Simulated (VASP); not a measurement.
# Ge in VASP: settings compared, part 2 of 2

VASP 6.6.1.

### 3 Single point, r2SCAN (uniaxial x strain +0.9%)

POSCAR reads:

```
Ge
1.0
    0.0000000000      2.8368735121      2.8368735121
    2.8632564358      0.0000000000      2.8368735121
    2.8632564358      2.8368735121      0.0000000000
Ge
2
Direct
    0.0000000000      0.0000000000      0.0000000000
    0.2500000000      0.2500000000      0.2500000000
```

INCAR.step1 reads:

```
SYSTEM = Ge
PREC = Accurate
ENCUT = 520
ISMEAR = -1
SIGMA = 0.02
LREAL = .False.
LASPH = .True.
NELM = 100
NBANDS = 21
GGA = PE
ALGO = Normal
EDIFF = 1E-4
LWAVE = .True.
LCHARG = .False.
```

INCAR.step2 reads:

```
SYSTEM = Ge
PREC = Accurate
ENCUT = 520
EDIFF = 1E-6
ISMEAR = -1
SIGMA = 0.02
LREAL = .False.
LASPH = .True.
NELM = 100
ALGO = Normal
ISIF = 2
LWAVE = .False.
LCHARG = .False.
METAGGA = R2SCAN
LMIXTAU = .True.
NBANDS = 21
ISTART = 1
```

KPOINTS reads:

```
regular mesh
0
Gamma
  8 8 8
  0 0 0
```

Potentials or basis: VASP PAW PBE potentials, release 64 (Ge_d).

The run is started by

```bash
$ cat potpaw_PBE.64/Ge_d/POTCAR > POTCAR
$ cp INCAR.step1 INCAR
$ mpirun -np 1 vasp_std > vasp.out
$ cp INCAR.step2 INCAR
$ mpirun -np 1 vasp_std > vasp.out
```

OUTCAR:

```text
SYSTEM = Ge
   PREC = Accurate
   ENCUT = 520
   EDIFF = 1E-6
   ISMEAR = -1
   LREAL = .False.
   LASPH = .True.
   NELM = 100
   ISIF = 2
   METAGGA = R2SCAN
   ISTART = 1

 ion  position               nearest neighbor table
   1  0.000  0.000  0.000-   2 2.46   2 2.46   2 2.46   2 2.46
   2  0.250  0.250  0.250-   1 2.46   1 2.46   1 2.46   1 2.46

  LATTYP: Found a body centered tetragonal cell.
 ALAT       =     4.0119449955
 C/A-ratio  =     1.4273657485

  Lattice vectors:

 A1 = (   2.8632564358,   0.0000000000,   2.8368735121)
 A2 = (   2.8632564358,   0.0000000000,  -2.8368735121)
 A3 = (  -2.8632564358,   2.8368735121,   0.0000000000)

Analysis of symmetry for initial positions (statically):
=====================================================================
 Subroutine PRICEL returns:
 Original cell was already a primitive cell.

 Routine SETGRP: Setting up the symmetry group for a
 body centered tetragonal supercell.

 Subroutine GETGRP returns: Found 16 space group operations
 (whereof  8 operations were pure point group operations)
 out of a pool of 16 trial point group operations.

[... 154 lines left out ...]
 number of electron      28.0000009 magnetization

 Free energy of the ion-electron system (eV)
  ---------------------------------------------------
  ext. energy  EPLUGINS =         0.00000000
  ---------------------------------------------------
  free energy    TOTEN  =       -27.73461319 eV

  energy without entropy =      -27.73460562  energy(sigma->0) =      -27.73460940

 E-fermi :   4.7666     XC(G=0): -10.7263

 val. band max:        4.6555000168   @ k =   0.0000   0.0000   0.0000
 cond. band min:       4.8636650726   @ k =   0.0000   0.0000   0.0000
 fundamental gap:      0.2081650558
 Fermi energy:         4.7666238390

 k-point     1 :       0.0000    0.0000    0.0000
  band No.  band energies     occupation
      1     -20.8408      2.00000
      2     -20.8408      2.00000
      3     -20.8385      2.00000
      4     -20.8025      2.00000
      5     -20.8016      2.00000
      6     -20.5966      2.00000
[... 565 lines left out ...]
     20      14.0721      0.00000
     21      15.5790      0.00000

 [... further k-points ...]
[... 5 lines left out ...]
  --------------------------------------------------------------------------------------
  -------------------------------------------------------------------------------------
  Total       -0.3233073     -0.1015790     -0.1015790      0.0000000      0.0000000      0.0000000
  in kB      -11.2397313     -3.5313806     -3.5313806      0.0000000      0.0000000      0.0000000
  external PRESSURE =      -6.1008308 kB  Pullay stress =       0.0000000 kB

 VOLUME and BASIS-vectors are now :
 -----------------------------------------------------------------------------
  energy-cutoff  :      520.00
  volume of cell :       46.09
      direct lattice vectors                 reciprocal lattice vectors
     0.000000000  2.836873512  2.836873512    -0.174626343  0.176250368  0.176250368
     2.863256436  0.000000000  2.836873512     0.174626343 -0.176250368  0.176250368
     2.863256436  2.836873512  0.000000000     0.174626343  0.176250368 -0.176250368

 POSITION                                       TOTAL-FORCE (eV/Angst)
 -----------------------------------------------------------------------------------
      0.00000      0.00000      0.00000         0.000000      0.000000      0.000000
      1.43163      1.41844      1.41844         0.000000     -0.000000     -0.000000
 -----------------------------------------------------------------------------------
    total drift:                                0.000000      0.000000      0.000000

  FREE ENERGIE OF THE ION-ELECTRON SYSTEM (eV)
  ---------------------------------------------------
  free  energy   TOTEN  =       -27.7346131900 eV

  energy  without entropy=      -27.7346056172  energy(sigma->0) =      -27.73460940
```

Run time: 3.1 min. Hardware: 1 thread of AMD EPYC 7R43 (Zen 3), shared host; peak memory 0.16 GiB.

Results:

* Free energy: -27.7346 eV
* Pressure: -0.6 GPa
* Band gap on the k mesh: 0.21 eV, direct

Stress tensor (GPa, compression positive):
```
-1.12  0.00  0.00
 0.00 -0.35  0.00
 0.00  0.00 -0.35
```

Caveat: the cell differs from its parent crystal (uniaxial x strain +0.9%); the PAW data sets were made with another functional, which shifts forces and pressure a little.

### 4 Single point, r2SCAN (shear xy strain +0.3%)

POSCAR reads:

```
Ge
1.0
    0.0042553103      2.8368735121      2.8368735121
    2.8368735121      0.0042553103      2.8368735121
    2.8411288224      2.8411288224      0.0000000000
Ge
2
Direct
    0.0001855777      0.0001855777     -0.0001855777
    0.2498144223      0.2498144223      0.2501855777
```

INCAR.step1 is that of step 3.

INCAR.step2 is that of step 3.

KPOINTS is that of step 3.

The run is started by

```bash
$ cat potpaw_PBE.64/Ge_d/POTCAR > POTCAR
$ cp INCAR.step1 INCAR
$ mpirun -np 1 vasp_std > vasp.out
$ cp INCAR.step2 INCAR
$ mpirun -np 1 vasp_std > vasp.out
```

Wall time 4.7 min (1 thread of AMD EPYC 7R43 (Zen 3), shared host); peak memory 0.18 GiB.

Results (log left out):

```yaml
Free_energy: -27.7358 eV
Pressure: 0.0 GPa
Band_gap_on_the_k_mesh: 0.31 eV, direct
```

Stress tensor (GPa, compression positive):
```
 0.04 -0.20  0.00
-0.20  0.04  0.00
 0.00  0.00  0.04
```

Levels at points of the mesh, in eV from the valence-band top:
```csv
k point,band 11,band 12,band 13,band 14,band 15,band 16,band 17,band 18
"(0.00, 0.00, 0.00)",-13.25,-0.03,-0.01,0.00,0.31,2.68,2.70,2.71
"(0.50, 0.00, 0.00)",-11.07,-7.84,-1.50,-1.49,0.39,3.97,3.98,7.62
"(0.50, 0.50, 0.00)",-9.20,-9.19,-3.23,-3.19,0.94,0.99,10.01,10.03
"(0.00, 0.00, 0.50)",-11.09,-7.84,-1.48,-1.47,0.42,3.98,3.99,7.64
"(0.50, 0.00, 0.50)",-9.20,-9.20,-3.21,-3.21,0.97,0.97,10.02,10.02
```

Caveat: the cell differs from its parent crystal (shear xy strain +0.3%); the PAW data sets were made with another functional, which shifts forces and pressure a little.

### 5 Summary

| level | cell | gap on the mesh (eV) | pressure (GPa) |
| --- | --- | --- | --- |
| PBE | a = 4.012, b = 4.031, c = 4.031 Å, angles 59.7, 60.2, 60.2°, 2 atoms | none | 2.3 |
| r2SCAN | a = 4.012, b = 4.031, c = 4.031 Å, angles 59.7, 60.2, 60.2°, 2 atoms | 0.21 | -0.6 |
| r2SCAN | a = 4.012, b = 4.012, c = 4.018 Å, angles 60.0°, 2 atoms | 0.31 | 0.0 |

Alike in all rows: task single point; potentials or basis VASP PAW PBE potentials, release 64 (Ge_d); no spin polarisation; k mesh 8 × 8 × 8; cutoff (eV) 520; smearing fermi-dirac 0.02 eV.

Caveats: the PAW data sets were made with another functional, which shifts forces and pressure a little (some runs).

Absolute energies hang on the potentials; compare differences alone.
